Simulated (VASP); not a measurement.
Here is a VASP 6.6.1 calculation.

The input INCAR:

```
  ALGO = Normal
  EDIFF = 1E-6
  EDIFFG = -0.005
  ENCUT = 600
  GGA = PE
  IBRION = 2
  ISIF = 3
  ISMEAR = -1
  LASPH = T
  LCHARG = F
  LREAL = F
  LWAVE = F
  NELM = 80
  NSW = 60
  PREC = Accurate
  PSTRESS = 1900.0
  SIGMA = 0.1
```

File KPOINTS:

```
k-points
0
Gamma
  13 13 13
```

Contents of POSCAR:

```
Te
1.0
    0.0000000000      2.4671142149      2.4671142149
    2.4671142149      0.0000000000      2.4671142149
    2.4671142149      2.4671142149      0.0000000000
Te
2
Direct
   -0.1250000000     -0.1250000000     -0.1250000000
    0.1250000000      0.1250000000      0.1250000000
```

Potentials or basis: VASP PAW PBE potentials, release 64 (Te).

Command:

```console
$ cat potpaw_PBE.64/Te/POTCAR > POTCAR
$ mpirun -np 1 vasp_std > vasp.out
```

What does it give for the relaxed volume?

18.06 Å³/atom.

What does it give for the space group after relaxing (to 0.1 Å)?

Fd-3m (No. 227).

Final structure:
```
Te
1.0
     0.00000    2.62355    2.62355
     2.62355    0.00000    2.62355
     2.62355    2.62355    0.00000
Te
2
Direct
  0.87500 0.87500 0.87500
  0.12500 0.12500 0.12500
```

Caveat: the cell is relaxed towards a set pressure, so the run minimises the enthalpy, not the energy; the volume moved by over 15 % at a fixed basis, so the end points are rough.
